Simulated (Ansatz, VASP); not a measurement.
## One calculation of AlN, two programs

INCAR

```
PREC = Accurate
ENCUT = 520
EDIFF = 1E-6
ISMEAR = -1
SIGMA = 0.05
LREAL = F
LASPH = T
NELM = 100
ALGO = Normal
ISIF = 2
LWAVE = F
LCHARG = F
NBANDS = 16
```

Contents of KPOINTS:

```
regular mesh
0
Gamma
  10 10 6
```

File POSCAR:

```
AlN
1.0
    3.1130000000      0.0000000000      0.0000000000
   -1.5565000000      2.6959370820      0.0000000000
    0.0000000000      0.0000000000      4.9810000000
Al N
2 2
Direct
    0.6666666667      0.3333333333      0.5000000000
    0.3333333333      0.6666666667      0.0000000000
    0.6666666667      0.3333333333      0.8800000000
    0.3333333333      0.6666666667      0.3800000000
```

input.yaml

```yaml
crystal:
  lattice:
    - [3.113, 0.0, 0.0]
    - [-1.5565, 2.695937082, 0.0]
    - [0.0, 0.0, 4.981]
  atoms:
    - { symbol: Al, position: [0.6666666667, 0.3333333333, 0.5] }
    - { symbol: Al, position: [0.3333333333, 0.6666666667, 0.0] }
    - { symbol: "N", position: [0.6666666667, 0.3333333333, 0.88] }
    - { symbol: "N", position: [0.3333333333, 0.6666666667, 0.38] }
kpoints:
  mp_grid: { grid: [10, 10, 6] }
  band_path:
    path:
      - [0.0, 0.0, 0.0]
      - [0.5, 0.0, 0.0]
      - [0.3333333333, 0.3333333333, 0.0]
      - [0.0, 0.0, 0.0]
      - [0.0, 0.0, 0.5]
      - [0.5, 0.0, 0.5]
      - [0.3333333333, 0.3333333333, 0.5]
      - [0.0, 0.0, 0.5]
    npoints: 12
scf:
  occupations: { method: fermi_dirac, width: 0.05 }
hamiltonian:
  xc: lda
  pseudopotentials: { kind: all_electron, lapw: { basis_error: 0.002 } }
output:
  forces: true
  stress: true
  eigenvalues: true
```

Alike in both runs: functional LDA; k mesh 10 × 10 × 6; occupations fermi-dirac, width 0.05 eV; no spin polarisation.

```csv
,VASP,Ansatz
version,VASP 6.6.1,Ansatz 0.2.0
potentials or method,"VASP PAW LDA potentials, release 64 (Al, N), cutoff 520 eV","all-electron LAPW, scalar-relativistic"
task,single point,band structure
```

|  | VASP | Ansatz | Ansatz less VASP |
| --- | --- | --- | --- |
| gap on the k mesh at the Fermi level (eV) | 4.25 | 4.24 | -0.006 |
| least direct gap on the mesh (eV) | 4.25 | 4.24 | -0.006 |
| pressure (GPa) | -4.1 | -4.6 | -0.51 |
| traceless stress, the component that is largest in VASP (GPa) | 1.14 | 1.13 | -0.014 |
| rms of the force components (eV/Å) | 0.069 | 0.067 | -0.0016 |

LDA's correlation is that of Perdew and Zunger in VASP and of Perdew and Wang (1992) in Ansatz. Atom by atom the forces differ by 0.002 eV/Å (rms over components). Ansatz ran all-electron here, and VASP with PAW potentials.
